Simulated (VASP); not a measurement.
# NaP2 (C2/m) in VASP: further runs, part 2 of 2

VASP 6.6.1. The steps go on from the part before.

### 3 Single point, PBE

This run uses another cell than the first one, of 21.00 Å³/atom.

INCAR reads:

```
  ALGO = Normal
  EDIFF = 1E-6
  ENCUT = 520
  GGA = PE
  ISIF = 2
  ISMEAR = 0
  LASPH = True
  LCHARG = False
  LREAL = False
  LWAVE = False
  NBANDS = 16
  NELM = 80
  PREC = Accurate
  SIGMA = 0.1
```

KPOINTS reads:

```
k-points
0
Gamma
  6 6 4
```

POSCAR reads:

```
NaP2
1.0
    4.7663469200     -1.6571457619      0.0203596598
    4.7663469200      1.6571457619      0.0203596598
   -0.4678632331      0.0000000000      3.9863666894
Na P
1 2
Direct
    0.0000000000      0.0000000000      0.5000000000
    0.7088555770      0.7088555770      0.1358865379
    0.2911444230      0.2911444230      0.8641134621
```

Potentials or basis: VASP PAW PBE potentials, release 64 (Na_pv, P).

On the command line:

```sh
$ cat potpaw_PBE.64/Na_pv/POTCAR potpaw_PBE.64/P/POTCAR > POTCAR
$ mpirun -np 1 vasp_std > vasp.out
```

OUTCAR:

```text
EDIFF = 1E-6
   ENCUT = 520
   GGA = PE
   ISIF = 2
   ISMEAR = 0
   LASPH = True
   LREAL = False
   NELM = 80
   PREC = Accurate

 ion  position               nearest neighbor table
   1  0.000  0.000  0.500-
   2  0.709  0.709  0.136-   3 2.18   3 2.18
   3  0.291  0.291  0.864-   2 2.18   2 2.18

  LATTYP: Found a base centered monoclinic cell.
 ALAT       =     9.5327808068
 B/A-ratio  =     0.3476731072
 C/A-ratio  =     0.4210448605
 COS(beta)  =    -0.1123222947

  Lattice vectors:

 A1 = (   4.7663469200,  -1.6571457619,   0.0203596598)
 A2 = (   4.7663469200,   1.6571457619,   0.0203596598)
 A3 = (  -0.4678632331,   0.0000000000,   3.9863666894)

Analysis of symmetry for initial positions (statically):
=====================================================================
 Subroutine PRICEL returns:
 Original cell was already a primitive cell.

 Routine SETGRP: Setting up the symmetry group for a
 base centered monoclinic supercell.

[... 165 lines left out ...]
  free energy    TOTEN  =       -12.74746889 eV

  energy without entropy =      -12.74348928  energy(sigma->0) =      -12.74547908

 E-fermi :   4.3653     XC(G=0):  -8.9132

 val. band max:        4.3183862635   @ k =  -0.1667   0.5000   0.2500
 cond. band min:       4.3860229951   @ k =   0.3333   0.1667   0.0000
 fundamental gap:      0.0676367316
 Fermi energy:         4.3653461406

 k-point     1 :       0.0000    0.0000    0.0000
  band No.  band energies     occupation
      1     -20.2707      2.00000
      2     -20.2636      2.00000
      3     -20.2446      2.00000
      4      -9.7860      2.00000
      5      -2.2084      2.00000
      6       0.9744      2.00000
[... 433 lines left out ...]
      3     -20.2392      2.00000
      4      -8.2054      2.00000
      5      -4.4256      2.00000
      6      -0.8701      2.00000
[... 8 lines left out ...]
     15      12.8234      0.00000
     16      13.6806      0.00000

 [... further k-points ...]

------------------------ aborting loop because EDIFF is reached ----------------------------------------

  FORCE on cell =-STRESS in cart. coord.  units (eV):
  Direction    XX          YY          ZZ          XY          YZ          ZX
  --------------------------------------------------------------------------------------
  -------------------------------------------------------------------------------------
  Total       -0.0975036     -0.2130068     -0.1163597      0.0000000      0.0000000      0.0312183
  in kB       -2.4794772     -5.4166742     -2.9589785      0.0000000      0.0000000      0.7938686
  external PRESSURE =      -3.6183766 kB  Pullay stress =       0.0000000 kB

 VOLUME and BASIS-vectors are now :
 -----------------------------------------------------------------------------
  energy-cutoff  :      520.00
  volume of cell :       63.00
      direct lattice vectors                 reciprocal lattice vectors
     4.766346920 -1.657145762  0.020359660     0.104849577 -0.301723609  0.012305758
     4.766346920  1.657145762  0.020359660     0.104849577  0.301723609  0.012305758
    -0.467863233  0.000000000  3.986366689    -0.001071001  0.000000000  0.250729297

 POSITION                                       TOTAL-FORCE (eV/Angst)
 -----------------------------------------------------------------------------------
     -0.23393      0.00000      1.99318        -0.000000      0.000000      0.000000
      6.69373      0.00000      0.57056         0.008905     -0.000000     -0.041878
      2.37110      0.00000      3.45653        -0.008905     -0.000000      0.041878
 -----------------------------------------------------------------------------------
    total drift:                                0.000000      0.000000      0.000000

  FREE ENERGIE OF THE ION-ELECTRON SYSTEM (eV)
  ---------------------------------------------------
  free  energy   TOTEN  =       -12.7474688895 eV

  energy  without entropy=      -12.7434892771  energy(sigma->0) =      -12.74547908
```

OSZICAR:

```text
N       E                     dE             d eps       ncg     rms          rms(c)
DAV:   1     0.910410840613E+02    0.91041E+02   -0.77803E+03  1504   0.980E+02
DAV:   2    -0.678046520233E+01   -0.97822E+02   -0.90430E+02  1656   0.245E+02
DAV:   3    -0.128607774116E+02   -0.60803E+01   -0.59944E+01  2088   0.586E+01
DAV:   4    -0.129711363349E+02   -0.11036E+00   -0.11029E+00  1728   0.818E+00
DAV:   5    -0.129739088143E+02   -0.27725E-02   -0.27721E-02  2176   0.131E+00    0.643E+00
DAV:   6    -0.127997182354E+02    0.17419E+00   -0.12342E-01  1976   0.233E+00    0.372E+00
DAV:   7    -0.127480848007E+02    0.51633E-01   -0.15347E-01  2136   0.232E+00    0.575E-01
DAV:   8    -0.127473946634E+02    0.69014E-03   -0.16958E-02  1720   0.102E+00    0.163E-01
DAV:   9    -0.127474075600E+02   -0.12897E-04   -0.81908E-04  2112   0.228E-01    0.102E-01
DAV:  10    -0.127474633858E+02   -0.55826E-04   -0.12029E-04  1832   0.725E-02    0.347E-02
DAV:  11    -0.127474683463E+02   -0.49605E-05   -0.26172E-05  2000   0.362E-02    0.675E-03
DAV:  12    -0.127474688895E+02   -0.54324E-06   -0.35460E-06  1984   0.112E-02
   1 F= -.12747469E+02 E0= -.12745479E+02  d E =-.397961E-02
```

Run time: 21 s. Hardware: 1 thread of Intel Xeon 6975P-C (Granite Rapids), shared host; peak memory 0.22 GiB.

What came out:

- Free energy: -12.7475 eV
- Pressure: -0.4 GPa
- Largest force: 0.043 eV/Å
- Band gap on the k mesh: zero (an odd number of electrons rules out a gap without spin polarisation)

Forces in eV/Å, atoms in the order of the input:
```
Na   0.000  0.000  0.000
P    0.009  0.000 -0.042
P   -0.009  0.000  0.042
```

Stress tensor (GPa, compression positive):
```
-0.25  0.00  0.08
 0.00 -0.54  0.00
 0.08  0.00 -0.30
```

Levels at points of the mesh, in eV from the Fermi level:
```tsv
k point	band 5	band 6	band 7	band 8	band 9	band 10	band 11	band 12
(0.00, 0.00, 0.00)	-6.57	-3.39	-3.28	-3.13	-1.02	1.45	3.69	4.41
(0.50, 0.00, 0.00)	-11.05	-3.78	-3.42	-1.29	-1.20	1.95	1.98	4.19
(0.50, 0.50, 0.00)	-7.35	-3.93	-3.17	-2.79	1.03	1.35	3.72	4.70
(0.00, 0.00, 0.50)	-8.40	-4.13	-2.85	-2.24	1.44	1.46	3.19	3.36
(0.50, 0.00, 0.50)	-10.64	-4.84	-4.82	-2.20	-1.47	1.84	2.77	5.31
(0.50, 0.50, 0.50)	-8.40	-4.93	-2.89	-2.42	1.51	2.67	3.28	3.48
```

Caveat: the k points lie up to 0.39 Å⁻¹ apart, too coarse for converged energies and pressures of a metal; an odd number of electrons without spin polarisation forces a metal; a magnetic or distorted state may lie lower.

### 4 Relaxation of cell and atoms, PBE

INCAR reads:

```
ALGO = Normal
EDIFF = 1E-6
EDIFFG = -0.04
ENCUT = 600
GGA = PE
IBRION = 2
ISIF = 3
ISMEAR = 0
LASPH = T
LCHARG = F
LREAL = F
LWAVE = F
NELM = 60
NSW = 90
PREC = Accurate
SIGMA = 0.1
```

KPOINTS is that of step 3.

POSCAR reads:

```
NaP2
1.0
    4.4131312233     -1.6641794636      0.0000000000
    4.4131312233      1.6641794636      0.0000000000
   -0.4513815001      0.0000000000      4.2583707829
Na P
1 2
Direct
    0.0000000000      0.0000000000      0.5000000000
    0.7020682811      0.7020682811      0.1201082772
    0.2979317189      0.2979317189      0.8798917228
```

On the command line:

```sh
$ cat potpaw_PBE.64/Na_pv/POTCAR potpaw_PBE.64/P/POTCAR > POTCAR
$ mpirun -np 1 vasp_std > vasp.out
```

Run time: 2.6 min. Hardware: 1 thread of Intel Xeon 6975P-C (Granite Rapids), shared host; peak memory 0.24 GiB.

Results (log left out):

```yaml
Free_energy: -12.7467 eV
Relaxed_volume: 20.75 Å³/atom
Relaxed_cell: a = 5.026 Å, b = 5.026 Å, c = 4.011 Å, α = 97.71°, β = 97.71°, γ = 38.36°
Space_group_after_relaxing_to_0.1_Å: C2/m (No. 12)
Energy_gained_by_relaxing: 9.6 meV/atom
Ionic_steps: 14
Pressure_after_relaxing: 0.0 GPa
Largest_force_after_relaxing: 0.024 eV/Å
Band_gap_on_the_k_mesh: zero (an odd number of electrons rules out a gap without spin polarisation)
```

Forces in eV/Å, atoms in the order of the input:
```
Na   0.000  0.000  0.000
P    0.024  0.000  0.002
P   -0.024  0.000 -0.002
```

Stress tensor (GPa, compression positive):
```
 0.10  0.00  0.26
 0.00 -0.04  0.00
 0.26  0.00  0.08
```

The path:
| step | energy change (eV) | largest force (eV/Å) | pressure (GPa) | volume (Å³) |
| --- | --- | --- | --- | --- |
| 1 | 0.0000 | 0.1707 | 0.25 | 62.55 |
| 2 | -0.0051 | 0.0472 | 0.50 | 62.84 |
| 3 | -0.0060 | 0.1834 | 0.66 | 63.02 |
| 4 | -0.0091 | 0.1425 | 0.31 | 63.49 |
| 5 | -0.0116 | 0.0842 | -0.63 | 64.86 |
| 6 | -0.0119 | 0.0846 | -0.43 | 64.54 |
| 7 | -0.0136 | 0.0808 | -0.40 | 64.44 |
| 8 | -0.0177 | 0.0764 | -0.34 | 64.13 |
| 9 | -0.0223 | 0.0803 | -0.16 | 63.48 |
| 10 | -0.0249 | 0.0713 | -0.09 | 63.23 |
| 11 | -0.0272 | 0.1051 | 0.03 | 62.69 |
| 12 | -0.0279 | 0.0435 | -0.09 | 62.58 |
| 13 | -0.0280 | 0.0500 | -0.17 | 62.52 |
| 14 | -0.0287 | 0.0240 | 0.04 | 62.25 |

Final structure:
```yaml
crystal:
  lattice:
    - [4.74693, -1.65129, -0.04807]
    - [4.74693, 1.65129, -0.04807]
    - [-0.52988, 0.00000, 3.97620]
  atoms:
    - { symbol: Na, position: [0.00000, 0.00000, 0.50000] }
    - { symbol: P, position: [0.70695, 0.70695, 0.13037] }
    - { symbol: P, position: [0.29305, 0.29305, 0.86963] }
```

Levels at points of the mesh, in eV from the Fermi level:
```tsv
k point	band 6	band 7	band 8	band 9	band 10	band 11
(0.00, 0.00, 0.00)	-3.39	-3.28	-3.10	-1.07	1.48	3.76
(0.50, 0.00, 0.00)	-3.85	-3.44	-1.26	-1.19	1.99	2.01
(0.50, 0.50, 0.00)	-3.91	-3.14	-2.76	1.09	1.38	3.78
(0.00, 0.00, 0.50)	-4.22	-2.82	-2.40	1.47	1.51	3.27
(0.50, 0.00, 0.50)	-4.81	-4.80	-2.27	-1.49	1.79	2.78
(0.50, 0.50, 0.50)	-4.99	-2.87	-2.38	1.57	2.78	3.04
```

Caveat: the k points lie up to 0.40 Å⁻¹ apart in the final cell, too coarse for converged energies and pressures of a metal; an odd number of electrons without spin polarisation forces a metal; a magnetic or distorted state may lie lower.

### 5 The runs side by side

```csv
task,cell,cutoff (eV),gap on the mesh (eV),pressure (GPa),largest force (eV/Å)
single point,"a = 4.716, b = 4.716, c = 4.282 Å, angles 95.7, 95.7, 41.3°, 3 atoms, atomic positions A",520,none,0.2,0.17
single point,"a = 5.046, b = 5.046, c = 4.014 Å, angles 96.1, 96.1, 38.3°, 3 atoms, atomic positions B",520,none,-0.4,0.04
relaxation of cell and atoms,"relaxed from a = 4.716, b = 4.716, c = 4.282 Å, angles 95.7, 95.7, 41.3°, 3 atoms, atomic positions A",600,none,0.0,0.02
```

Alike in all rows: level PBE; potentials or basis VASP PAW PBE potentials, release 64 (Na_pv, P); no spin polarisation; k mesh 6 × 6 × 4; smearing gaussian 0.1 eV.

Caveats: all runs use coarse meshes; an odd number of electrons without spin polarisation forces a metal; a magnetic or distorted state may lie lower.

Absolute energies hang on the potentials; compare differences alone.

The gap in the log of VASP goes by the Fermi energy; the results here count the filled bands.